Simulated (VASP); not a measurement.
Crystal: VN2.

```xyz
6
Lattice="-2.1507 2.1507 2.4914 2.1507 -2.1507 2.4914 2.1507 2.1507 -2.4914" Properties=species:S:1:pos:R:3 pbc="T T T"
V     0.0000    0.0000    1.2457
V     0.0000    0.0000    3.7370
N     2.6459    0.4951    0.0000
N     1.6556    0.4951    2.4914
N    -0.4951    1.6556    2.4914
N     0.4951    1.6556    0.0000
```

Program: VASP 6.6.1. Alike in all runs: task single point; no spin polarisation; cell as given; k mesh 12 × 12 × 12; cutoff (eV) 520; smearing gaussian 0.1 eV.

**Question.** Order these runs on this cell by their pressure, lowest first.
A. level PBE; potentials or basis VASP PAW PBE potentials, release 64 (V_sv, N)
B. level r2SCAN; potentials or basis VASP PAW PBE potentials, release 64 (V_sv, N)
C. level LDA; potentials or basis VASP PAW LDA potentials, release 64 (V_sv, N)

**Answer.** C (-18.5 GPa), B (-4.9 GPa), A (-0.2 GPa).

Caveats: the run has no spin polarisation, though such a crystal can be magnetic; the cell stands under tension (at least some runs); the stress differs along the axes, from -9 to -3 GPa (at least some runs); the PAW data sets were made with another functional, which shifts forces and pressure a little (at least some runs).
